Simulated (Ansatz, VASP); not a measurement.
InPbN: VASP beside Ansatz

INCAR

```
PREC = Accurate
ENCUT = 600
EDIFF = 1E-7
ISMEAR = 0
SIGMA = 0.1
LREAL = F
LASPH = T
NELM = 60
ALGO = Normal
ISIF = 3
LWAVE = F
LCHARG = F
GGA = PE
IBRION = 2
NSW = 90
EDIFFG = -0.04
```

The input KPOINTS:

```
regular mesh
0
Gamma
  4 4 4
```

POSCAR

```
InPbN
1.0
    4.0226084068      0.0000000000      0.0000000000
    0.0000000000      4.0226084068      0.0000000000
    0.0000000000      0.0000000000      6.9400400547
In Pb N
2 2 2
Direct
    0.5000000000      0.0000000000      0.2305000000
    0.0000000000      0.5000000000      0.7695000000
    0.5000000000      0.0000000000      0.6480000000
    0.0000000000      0.5000000000      0.3520000000
    0.0000000000      0.0000000000      0.0000000000
    0.5000000000      0.5000000000      0.0000000000
```

Input for Ansatz:

```yaml
crystal:
  lattice:
    - [4.0226084068, 0.0, 0.0]
    - [0.0, 4.0226084068, 0.0]
    - [0.0, 0.0, 6.9400400547]
  atoms:
    - { symbol: In, position: [0.5, 0.0, 0.2305] }
    - { symbol: In, position: [0.0, 0.5, 0.7695] }
    - { symbol: Pb, position: [0.5, 0.0, 0.648] }
    - { symbol: Pb, position: [0.0, 0.5, 0.352] }
    - { symbol: "N", position: [0.0, 0.0, 0.0] }
    - { symbol: "N", position: [0.5, 0.5, 0.0] }
basis:
  ecutwfc: 420
kpoints:
  mp_grid: { grid: [4, 4, 4] }
hamiltonian:
  xc: pbe
scf:
  occupations: { method: gaussian, width: 0.1 }
  lower_state_search: "off"
output:
  forces: true
  stress: true
  eigenvalues: true
relax:
  adjacent_minimum: "off"
  f_tol: 0.04
  max_steps: 70
  cell: { stress_tol: 0.4 }
```

Alike in both runs: task relaxation of cell and atoms; functional PBE; k mesh 4 × 4 × 4; occupations gaussian, width 0.1 eV; no spin polarisation.

|  | VASP | Ansatz |
| --- | --- | --- |
| version | VASP 6.6.1 | Ansatz 0.2.0 |
| potentials or method | VASP PAW PBE potentials, release 64 (In_d, Pb_d, N), cutoff 600 eV | scalar-relativistic, plane waves, PAW |
| valence electrons in the cell | 64 | 64 |

```tsv
	VASP	Ansatz	Ansatz less VASP
gap on the k mesh at the Fermi level, each at its own relaxed structure (eV)	none	none	-
relaxed volume (Å³/atom)	21.91	21.84	-0.073
relaxed cell length with the largest relative difference (Å)	4.197	4.186	-0.0113
```

A gap of «none» marks a metal or a gap that the smearing closes.

The k mesh is coarse, so the values compare programs but aren't converged. Neither program's run includes spin-orbit coupling. Noted on VASP's run: the volume moved by over 15 % at a fixed basis, so the end points are rough.
